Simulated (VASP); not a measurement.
# ZnSe (F-43m) in VASP: settings compared

ZnSe is run at these levels: PBE, r2SCAN; tasks: single point.

Everything below comes from runs of VASP 6.6.1. Logs are shortened: lines on timing, memory, paths and dates and some standing lists are left out, and cuts for length are marked.

## 1. The cell of the first run

The structure is cubic, space group F-43m (No. 216). The conventional cell has a = 5.665 Å, b = 5.665 Å, c = 5.665 Å, α = 90.00°, β = 90.00°, γ = 90.00°. Within 3.2 Å of Zn (site symmetry -43m) lie 4 Se at 2.45 Å. Within 3.2 Å of Se (site symmetry -43m) lie 4 Zn at 2.45 Å.

## 2. Single point, PBE

Contents of INCAR:

```
SYSTEM = ZnSe
  PREC = Accurate
  ENCUT = 500
  EDIFF = 1E-6
  ISMEAR = 0
  SIGMA = 0.01
  LREAL = .FALSE.
  LASPH = .TRUE.
  NELM = 120
  ALGO = Normal
  ISIF = 2
  LWAVE = .FALSE.
  LCHARG = .FALSE.
  GGA = PE
  NBANDS = 16
  GGA_COMPAT = .FALSE.
```

Contents of KPOINTS:

```
regular mesh
0
G
  6 6 6
  0 0 0
```

Contents of POSCAR:

```
ZnSe
1.0
    0.0000000000      2.8324206839      2.8324206839
    2.8324206839      0.0000000000      2.8324206839
    2.8324206839      2.8324206839      0.0000000000
Zn Se
1 1
Direct
    0.0000000000      0.0000000000      0.0000000000
    0.2500000000      0.2500000000      0.2500000000
```

Potentials or basis: VASP PAW PBE potentials, release 64 (Zn, Se).

Command:

```console
$ cat potpaw_PBE.64/Zn/POTCAR potpaw_PBE.64/Se/POTCAR > POTCAR
$ mpirun -np 1 vasp_std > vasp.out
```

OUTCAR:

```text
SYSTEM = ZnSe
   PREC = Accurate
   ENCUT = 500
   EDIFF = 1E-6
   ISMEAR = 0
   LREAL = .FALSE.
   LASPH = .TRUE.
   NELM = 120
   ISIF = 2
   GGA = PE

 ion  position               nearest neighbor table
   1  0.000  0.000  0.000-   2 2.45   2 2.45   2 2.45   2 2.45
   2  0.250  0.250  0.250-   1 2.45   1 2.45   1 2.45   1 2.45

  LATTYP: Found a face centered cubic cell.
 ALAT       =     5.6648413678

  Lattice vectors:

 A1 = (   0.0000000000,   2.8324206839,   2.8324206839)
 A2 = (   2.8324206839,   0.0000000000,   2.8324206839)
 A3 = (   2.8324206839,   2.8324206839,   0.0000000000)

Analysis of symmetry for initial positions (statically):
=====================================================================
 Subroutine PRICEL returns:
 Original cell was already a primitive cell.

 Routine SETGRP: Setting up the symmetry group for a
 face centered cubic supercell.

 Subroutine GETGRP returns: Found 24 space group operations
 (whereof 24 operations were pure point group operations)
 out of a pool of 48 trial point group operations.

The static configuration has the point symmetry T_d .

Analysis of symmetry for dynamics (positions and initial velocities):
=====================================================================
 Subroutine PRICEL returns:
 Original cell was already a primitive cell.

 Routine SETGRP: Setting up the symmetry group for a
 face centered cubic supercell.

 Subroutine GETGRP returns: Found 24 space group operations
 (whereof 24 operations were pure point group operations)
 out of a pool of 48 trial point group operations.

The dynamic configuration has the point symmetry T_d .

 Subroutine INISYM returns: Found 24 space group operations
 (whereof 24 operations are pure point group operations),
 and found     1 'primitive' translations

----------------------------------------------------------------------------------------

                                     Primitive cell

  volume of cell :      45.4468

  direct lattice vectors                    reciprocal lattice vectors
     0.000000000  2.832420684  2.832420684    -0.176527450  0.176527450  0.176527450
     2.832420684  0.000000000  2.832420684     0.176527450 -0.176527450  0.176527450
     2.832420684  2.832420684  0.000000000     0.176527450  0.176527450 -0.176527450

  length of vectors
     4.005647746  4.005647746  4.005647746     0.305754512  0.305754512  0.305754512

  position of ions in fractional coordinates (direct lattice)
     0.000000000  0.000000000  0.000000000
     0.250000000  0.250000000  0.250000000

  ion indices of the primitive-cell ions
   primitive index   ion index
                 1           1
                 2           2

----------------------------------------------------------------------------------------

 KPOINTS: regular mesh

Automatic generation of k-mesh.
 Grid dimensions read from file:
 generate k-points for:    6    6    6

 Generating k-lattice:

  Cartesian coordinates                     Fractional coordinates (reciprocal lattice)
    -0.029421242  0.029421242  0.029421242     0.166666667  0.000000000  0.000000000
     0.029421242 -0.029421242  0.029421242     0.000000000  0.166666667  0.000000000
     0.029421242  0.029421242 -0.029421242     0.000000000  0.000000000  0.166666667

  Length of vectors
     0.050959085  0.050959085  0.050959085

  Shift w.r.t. Gamma in fractional coordinates (k-lattice)
     0.000000000  0.000000000  0.000000000

 Subroutine IBZKPT returns following result:
 ===========================================

 Found     16 irreducible k-points:

 Following reciprocal coordinates:
            Coordinates               Weight
  0.000000  0.000000  0.000000      1.000000
  0.166667  0.000000  0.000000      8.000000
  0.333333  0.000000  0.000000      8.000000
  0.500000  0.000000  0.000000      4.000000
  0.166667  0.166667  0.000000      6.000000
  0.333333  0.166667  0.000000     24.000000
[... 8 lines left out ...]
 -0.333333  0.333333  0.166667     24.000000
 -0.333333  0.500000  0.166667     12.000000
   k-points           NKPTS =     16   k-points in BZ     NKDIM =     16   number of bands    NBANDS=     16
   number of dos      NEDOS =    301   number of ions     NIONS =      2
   total plane-waves  NPLWV =  27000
   dimension x,y,z NGX =    30 NGY =   30 NGZ =   30
   dimension x,y,z NGXF=    60 NGYF=   60 NGZF=   60
   ions per type =               1   1
   NGX,Y,Z   is equivalent  to a cutoff of  12.45, 12.45, 12.45 a.u.
   NGXF,Y,Z  is equivalent  to a cutoff of  24.90, 24.90, 24.90 a.u.
 SYSTEM =  ZnSe
   PREC   = accura    normal or accurate (medium, high low for compatibility)
   ISTART =      0    job   : 0-new  1-cont  2-samecut
   ICHARG =      2    charge: 1-file 2-atom 10-const
   ISPIN  =      1    spin polarized calculation?
   LNONCOLLINEAR =      F non collinear calculations
   LSORBIT =      F    spin-orbit coupling
   LASPH  =      T    aspherical Exc in radial PAW
   ENCUT  =  500.0 eV  36.75 Ry    6.06 a.u.   7.30  7.30  7.30*2*pi/ulx,y,z
   NELM   =    120;   NELMIN=  2; NELMDL= -5     # of ELM steps
   EDIFF  = 0.1E-05   stopping-criterion for ELM
   LREAL  =      F    real-space projection
   EDIFFG = 0.1E-04   stopping-criterion for IOM
   NSW    =      0    number of steps for IOM
   IBRION =     -1    ionic relax: 0-MD 1-quasi-New 2-CG
   NFREE  =      0    steps in history (QN), initial steepest desc. (CG)
   ISIF   =      2    stress and relaxation
   ISYM   =      2    0-nonsym 1-usesym 2-fastsym
   POTIM  = 0.5000    time-step for ionic-motion
   TEBEG  =    0.0;   TEEND  =   0.0 temperature during run
   PSTRESS=    0.0 pullay stress
   NELECT =      18.0000    total number of electrons
   NUPDOWN=      -1.0000    fix difference up-down
   EMIN   =  10.00;   EMAX   =-10.00  energy-range for DOS
   EFERMI =   0.00;   METHOD = LEGACY
   ISMEAR =     0;   SIGMA  =   0.01  broadening in eV -4-tet -1-fermi 0-gaus
   EFERMI_NEDOS =   21; number of points for ismear=-14 and -15
   IALGO  =     38    algorithm
   IMIX   =      4    mixing-type and parameters
     AMIX     =   0.40;   BMIX     =  1.00
     AMIX_MAG =   1.60;   BMIX_MAG =  1.00
  volume/ion in A,a.u.               =      22.72       153.35
  Fermi-wavevector in a.u.,A,eV,Ry     =   1.202259  2.271939 19.666213  1.445426
  Thomas-Fermi vector in A             =   2.338045
   LORBIT       =      0    0 simple, 1 ext, 2 COOP (PROOUT), +10 PAW based schemes
   GGA     = PE    functional components
   LHFCALC =     F    Hartree Fock is set to
   AEXX    =    0.0000 exact exchange contribution
   IVDW    =     0    specifies the selected vdW correction
   LEPSILON=     F    determine dielectric tensor
   LRPA    =     F    only Hartree local field effects (RPA)
 non-spin polarized calculation
 Gauss-broadening in eV      SIGMA  =   0.01
  energy-cutoff  :      500.00
  volume of cell :       45.45
 maximum number of plane-waves:      1167
 NGX is ok and might be reduce to    30
   NGX = 15   NGY = 15   NGZ = 15

 number of electron      18.0000011 magnetization

 Free energy of the ion-electron system (eV)
  ---------------------------------------------------
  ext. energy  EPLUGINS =         0.00000000
  ---------------------------------------------------
  free energy    TOTEN  =        -6.01379996 eV

  energy without entropy =       -6.01379996  energy(sigma->0) =       -6.01379996

 E-fermi :   1.6846     XC(G=0):  -9.3268

 val. band max:        1.6292503254   @ k =   0.0000   0.0000   0.0000
 cond. band min:       2.9239372118   @ k =   0.0000   0.0000   0.0000
 fundamental gap:      1.2946868864
 Fermi energy:         1.6846124464

 k-point     1 :       0.0000    0.0000    0.0000
  band No.  band energies     occupation
      1     -11.6388      2.00000
      2      -4.9254      2.00000
      3      -4.9254      2.00000
      4      -4.9254      2.00000
      5      -4.5547      2.00000
      6      -4.5547      2.00000
[... 8 lines left out ...]
     15      13.0907      0.00000
     16      13.0907      0.00000

 k-point     2 :       0.1667    0.0000    0.0000
  band No.  band energies     occupation
      1     -11.4638      2.00000
      2      -4.9092      2.00000
      3      -4.8988      2.00000
      4      -4.8988      2.00000
      5      -4.5564      2.00000
      6      -4.5564      2.00000
[... 8 lines left out ...]
     15      12.0906      0.00000
     16      12.6528      0.00000

 k-point     3 :       0.3333    0.0000    0.0000
  band No.  band energies     occupation
      1     -11.0710      2.00000
      2      -4.8540      2.00000
      3      -4.8540      2.00000
      4      -4.7551      2.00000
      5      -4.5482      2.00000
      6      -4.5482      2.00000
[... 8 lines left out ...]
     15      12.6828      0.00000
     16      12.6828      0.00000

 k-point     4 :       0.5000    0.0000    0.0000
  band No.  band energies     occupation
      1     -10.8467      2.00000
      2      -4.8377      2.00000
      3      -4.8377      2.00000
      4      -4.5362      2.00000
      5      -4.5362      2.00000
      6      -4.3954      2.00000
[... 8 lines left out ...]
     15      14.7402      0.00000
     16      14.7402      0.00000
[... 172 lines left out ...]
 k-point    14 :       0.5000    0.3333    0.1667
  band No.  band energies     occupation
      1     -10.7982      2.00000
      2      -4.8330      2.00000
      3      -4.7865      2.00000
      4      -4.6855      2.00000
      5      -4.5383      2.00000
      6      -4.4882      2.00000
[... 8 lines left out ...]
     15      14.5189      0.00000
     16      15.9394      0.00000

 k-point    15 :      -0.3333    0.3333    0.1667
  band No.  band energies     occupation
      1     -10.6449      2.00000
      2      -4.8128      2.00000
      3      -4.7574      2.00000
      4      -4.5905      2.00000
      5      -4.5610      2.00000
      6      -4.3106      2.00000
[... 8 lines left out ...]
     15      14.6996      0.00000
     16      15.6552      0.00000

 k-point    16 :      -0.3333    0.5000    0.1667
  band No.  band energies     occupation
      1     -10.5738      2.00000
      2      -4.8280      2.00000
      3      -4.7083      2.00000
      4      -4.6355      2.00000
      5      -4.5403      2.00000
      6      -4.2827      2.00000
[... 8 lines left out ...]
     15      15.3928      0.00000
     16      15.8170      0.00000

------------------------ aborting loop because EDIFF is reached ----------------------------------------

  FORCE on cell =-STRESS in cart. coord.  units (eV):
  Direction    XX          YY          ZZ          XY          YZ          ZX
  --------------------------------------------------------------------------------------
  -------------------------------------------------------------------------------------
  Total        0.6981182      0.6981182      0.6981182      0.0000000      0.0000000      0.0000000
  in kB       24.6113965     24.6113965     24.6113965      0.0000000      0.0000000      0.0000000
  external PRESSURE =      24.6113965 kB  Pullay stress =       0.0000000 kB

 VOLUME and BASIS-vectors are now :
 -----------------------------------------------------------------------------
  energy-cutoff  :      500.00
  volume of cell :       45.45
      direct lattice vectors                 reciprocal lattice vectors
     0.000000000  2.832420684  2.832420684    -0.176527450  0.176527450  0.176527450
     2.832420684  0.000000000  2.832420684     0.176527450 -0.176527450  0.176527450
     2.832420684  2.832420684  0.000000000     0.176527450  0.176527450 -0.176527450

 POSITION                                       TOTAL-FORCE (eV/Angst)
 -----------------------------------------------------------------------------------
      0.00000      0.00000      0.00000         0.000000      0.000000      0.000000
      1.41621      1.41621      1.41621        -0.000000     -0.000000     -0.000000
 -----------------------------------------------------------------------------------
    total drift:                               -0.000000     -0.000000     -0.000000

  FREE ENERGIE OF THE ION-ELECTRON SYSTEM (eV)
  ---------------------------------------------------
  free  energy   TOTEN  =        -6.0137999631 eV

  energy  without entropy=       -6.0137999631  energy(sigma->0) =       -6.01379996
```

Wall time 25 s (1 thread of AMD EPYC, shared host); peak memory 0.13 GiB.

What came out:

```yaml
Free_energy: -6.0138 eV
Pressure: 2.5 GPa
Band_gap_on_the_k_mesh: 1.29 eV
```

Levels at points of the mesh, in eV from the valence-band top:
```csv
k point,band 7,band 8,band 9,band 10,band 11,band 12
"(0.00, 0.00, 0.00)",0.00,0.00,0.00,1.29,5.80,5.80
"(0.50, 0.00, 0.00)",-5.24,-0.87,-0.87,2.54,6.38,6.38
"(0.50, 0.50, 0.00)",-4.76,-2.19,-2.19,2.98,3.46,10.75
```

## 3. Single point, r2SCAN

POSCAR is that of step 2.

Contents of INCAR.step1:

```
SYSTEM = ZnSe
  ALGO = Normal
  EDIFF = 1E-5
  ENCUT = 550
  GGA = PE
  GGA_COMPAT = .FALSE.
  ISMEAR = 0
  LASPH = .TRUE.
  LCHARG = .FALSE.
  LREAL = .FALSE.
  LWAVE = .TRUE.
  NBANDS = 16
  NELM = 120
  PREC = Accurate
  SIGMA = 0.01
```

Contents of INCAR.step2:

```
SYSTEM = ZnSe
  ALGO = Normal
  EDIFF = 1E-6
  ENCUT = 550
  GGA_COMPAT = .FALSE.
  ISIF = 2
  ISMEAR = 0
  ISTART = 1
  LASPH = .TRUE.
  LCHARG = .TRUE.
  LELF = .TRUE.
  LMIXTAU = .TRUE.
  LREAL = .FALSE.
  LVHAR = .TRUE.
  LWAVE = .FALSE.
  METAGGA = R2SCAN
  NBANDS = 16
  NELM = 120
  PREC = Accurate
  SIGMA = 0.01
```

Contents of KPOINTS:

```
k-points
0
G
  6 6 6
  0 0 0
```

Potentials or basis: VASP PAW PBE potentials, release 64 (Zn, Se).

Command:

```console
$ cat potpaw_PBE.64/Zn/POTCAR potpaw_PBE.64/Se/POTCAR > POTCAR
$ cp INCAR.step1 INCAR
$ mpirun -np 1 vasp_std > vasp.out
$ cp INCAR.step2 INCAR
$ mpirun -np 1 vasp_std > vasp.out
```

Run time: 2.1 min. Hardware: 1 thread of AMD EPYC, shared host; peak memory 0.15 GiB.

Results (log left out):

- Free energy: -24.9053 eV
- Pressure: 0.1 GPa
- Band gap on the k mesh: 1.87 eV

Levels at points of the mesh, in eV from the valence-band top:
```tsv
k point	band 7	band 8	band 9	band 10	band 11	band 12
(0.00, 0.00, 0.00)	0.00	0.00	0.00	1.87	6.31	6.31
(0.50, 0.00, 0.00)	-5.31	-0.89	-0.89	3.05	6.86	6.86
(0.50, 0.50, 0.00)	-4.80	-2.24	-2.24	3.33	3.87	11.52
```

Caveat: the PAW data sets were made with another functional, which shifts forces and pressure a little.
